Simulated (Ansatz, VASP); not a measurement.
## TiCo: VASP beside Ansatz

```xyz
2
Lattice="2.9687 0.0000 0.0000 0.0000 2.9687 0.0000 0.0000 0.0000 2.9687" Properties=species:S:1:pos:R:3 pbc="T T T"
Ti    0.0000    0.0000    0.0000
Co    1.4843    1.4843    1.4843
```

Alike in both runs: task single point; functional r2SCAN; k mesh 12 × 12 × 12; occupations gaussian, width 0.05 eV; collinear spin.

```csv
,VASP,Ansatz
version,VASP 6.6.1,Ansatz 0.2.0
potentials or method,"VASP PAW PBE potentials, release 64 (Ti_sv, Co), cutoff 520 eV","scalar-relativistic, plane waves, PAW"
valence electrons in the cell,21,29
```

```csv
,VASP,Ansatz,Ansatz less VASP
gap on the k mesh at the Fermi level (eV),none,none,-
pressure (GPa),3.6,3.3,-0.34
net moment per atom (μB),0.45,0.45,-0.001
size of the moment on the site where the two differ most (μB),1.33,1.36,+0.029
```

VASP's potentials were made for PBE, not for r2SCAN. Site moments also hang on the region over which each program counts them. A gap of «none» marks a metal or a gap that the smearing closes. VASP's potentials hold 21 valence electrons a cell and Ansatz's 29, so a difference there can come from the potentials and not from the codes. Ansatz's warnings: stability check not made.
